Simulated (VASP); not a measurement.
Wanted: the native input for a VASP 6.6.1 run.

```yaml
Task: single point
Functional: r2SCAN
Potentials_or_basis: VASP PAW PBE potentials, release 64 (Ni, Si)
Cutoff: 520 eV
k_mesh: 5 × 8 × 5
Occupations: fermi-dirac, width 0.05 eV
Spin: collinear spin, ferromagnetic start
Starting_moments: "[1.0, 1.0, 1.0, 1.0, 0.0, 0.0, 0.0, 0.0] μB"
Dipole_correction: no
Further_INCAR_settings: ALGO = Normal; EDIFF = 1e-06; NBANDS = 42
```

Crystal: SiNi.

```
Ni Si
1.0
     5.17310    0.00000    0.00000
     0.00000    3.33810    0.00000
     0.00000    0.00000    5.60490
Ni Si
4 4
Direct
  0.99221 0.75000 0.81248
  0.50779 0.25000 0.31248
  0.49221 0.75000 0.68752
  0.00779 0.25000 0.18752
  0.67872 0.25000 0.91750
  0.82128 0.75000 0.41750
  0.17872 0.25000 0.58250
  0.32128 0.75000 0.08250
```

The input as run:

POSCAR

```
SiNi
1.0
    5.1731000000      0.0000000000      0.0000000000
    0.0000000000      3.3381000000      0.0000000000
    0.0000000000      0.0000000000      5.6049000000
Ni Si
4 4
Direct
    0.9922100000      0.7500000000      0.8124800000
    0.5077900000      0.2500000000      0.3124800000
    0.4922100000      0.7500000000      0.6875200000
    0.0077900000      0.2500000000      0.1875200000
    0.6787200000      0.2500000000      0.9175000000
    0.8212800000      0.7500000000      0.4175000000
    0.1787200000      0.2500000000      0.5825000000
    0.3212800000      0.7500000000      0.0825000000
```

INCAR.step1

```
SYSTEM = SiNi
PREC = Accurate
ENCUT = 520
ISMEAR = -1
SIGMA = 0.05
LREAL = .False.
LASPH = .True.
NELM = 150
ISPIN = 2
MAGMOM = 1 1 1 1 0 0 0 0
LMAXMIX = 4
NBANDS = 42
GGA = PE
ALGO = Normal
EDIFF = 1E-4
LWAVE = .True.
LCHARG = .False.
```

INCAR.step2

```
SYSTEM = SiNi
PREC = Accurate
ENCUT = 520
EDIFF = 1E-6
ISMEAR = -1
SIGMA = 0.05
LREAL = .False.
LASPH = .True.
NELM = 150
ALGO = Normal
ISIF = 2
LWAVE = .False.
LCHARG = .True.
ISPIN = 2
MAGMOM = 1 1 1 1 0 0 0 0
LORBIT = 11
LMAXMIX = 4
METAGGA = R2SCAN
LMIXTAU = .True.
LELF = .True.
LVHAR = .True.
NBANDS = 42
ISTART = 1
```

KPOINTS

```
Automatic mesh
0
Gamma
  5 8 5
  0 0 0
```

Potentials or basis: VASP PAW PBE potentials, release 64 (Ni, Si).

The run is started by

```bash
$ cat potpaw_PBE.64/Ni/POTCAR potpaw_PBE.64/Si/POTCAR > POTCAR
$ cp INCAR.step1 INCAR
$ mpirun -np 1 vasp_std > vasp.out
$ cp INCAR.step2 INCAR
$ mpirun -np 1 vasp_std > vasp.out
```

It gave:

```json
{"Pressure": "-3.2 GPa", "Largest force": "0.141 eV/Å", "Band gap on the k mesh": "zero (filled and empty bands overlap)", "Net moment": "0.00 μB per cell", "Valence electrons inside the program's atomic spheres": "Ni 9.64; Si 1.62"}
```

Caveat: the cell stands under tension; the moments typed at the start vanished in this run; the PAW data sets were made with another functional, which shifts forces and pressure a little.

Wall time 32 min on 1 thread of Oxide Virtual Turin-like Processor, with other jobs on the host, peak memory 0.39 GiB.
